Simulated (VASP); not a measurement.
Write the native input for VASP 6.6.1 that does the following.

```yaml
Task: single point
Functional: r2SCAN
Potentials_or_basis: VASP PAW PBE potentials, release 64 (C_h, O_h)
Cutoff: 910 eV
k_mesh: 4 × 4 × 4
Occupations: gaussian, width 0.02 eV
Spin: no spin polarisation
Dipole_correction: no
Further_INCAR_settings: ALGO = Normal; EDIFF = 1e-06; NBANDS = 30
```

CO:

```
C O
1.0
     5.66880    0.00000    0.00000
     0.00000    5.66880    0.00000
     0.00000    0.00000    5.66880
C O
4 4
Direct
  0.96619 0.96619 0.96619
  0.53381 0.03381 0.46619
  0.46619 0.53381 0.03381
  0.03381 0.46619 0.53381
  0.08091 0.08091 0.08091
  0.41909 0.91909 0.58091
  0.58091 0.41909 0.91909
  0.91909 0.58091 0.41909
```

The input as run:

POSCAR

```
CO
1.0
    5.6688011318      0.0000000000      0.0000000000
    0.0000000000      5.6688011318      0.0000000000
    0.0000000000      0.0000000000      5.6688011318
C O
4 4
Direct
    0.9661917840      0.9661917840      0.9661917840
    0.5338082160      0.0338082160      0.4661917840
    0.4661917840      0.5338082160      0.0338082160
    0.0338082160      0.4661917840      0.5338082160
    0.0809099388      0.0809099388      0.0809099388
    0.4190900612      0.9190900612      0.5809099388
    0.5809099388      0.4190900612      0.9190900612
    0.9190900612      0.5809099388      0.4190900612
```

INCAR.step1

```
SYSTEM = CO
ALGO = Normal
EDIFF = 1E-5
ENCUT = 910
GGA = PE
GGA_COMPAT = .False.
ISMEAR = 0
LASPH = .True.
LCHARG = .False.
LREAL = .False.
LWAVE = .True.
NBANDS = 30
NELM = 120
PREC = Accurate
SIGMA = 0.02
```

INCAR.step2

```
SYSTEM = CO
ALGO = Normal
EDIFF = 1E-6
ENCUT = 910
GGA_COMPAT = .False.
ISIF = 2
ISMEAR = 0
ISTART = 1
LASPH = .True.
LCHARG = .True.
LELF = .True.
LMIXTAU = .True.
LREAL = .False.
LVHAR = .True.
LWAVE = .False.
METAGGA = R2SCAN
NBANDS = 30
NELM = 120
PREC = Accurate
SIGMA = 0.02
```

KPOINTS

```
k-points
0
Gamma
  4 4 4
  0 0 0
```

Potentials or basis: VASP PAW PBE potentials, release 64 (C_h, O_h).

The run is started by

```console
$ cat potpaw_PBE.64/C_h/POTCAR potpaw_PBE.64/O_h/POTCAR > POTCAR
$ cp INCAR.step1 INCAR
$ mpirun -np 1 vasp_std > vasp.out
$ cp INCAR.step2 INCAR
$ mpirun -np 1 vasp_std > vasp.out
```

Results of the run:

| Property | Result |
| --- | --- |
| Pressure | -0.2 GPa |
| Largest force | 0.037 eV/Å |
| Band gap on the k mesh | 6.75 eV |

Caveat: the cutoff is under 1.25 times the usual one of these potentials, so pressure, stress and relaxed cells hold a basis-set (Pulay) error; the PAW data sets were made with another functional, which shifts forces and pressure a little.

Wall time 8.6 min on 1 thread of Intel(R) Xeon(R) Platinum 8259CL CPU @ 2.50GHz (Skylake/Cascade Lake) (shared host), peak memory 0.5 GiB.
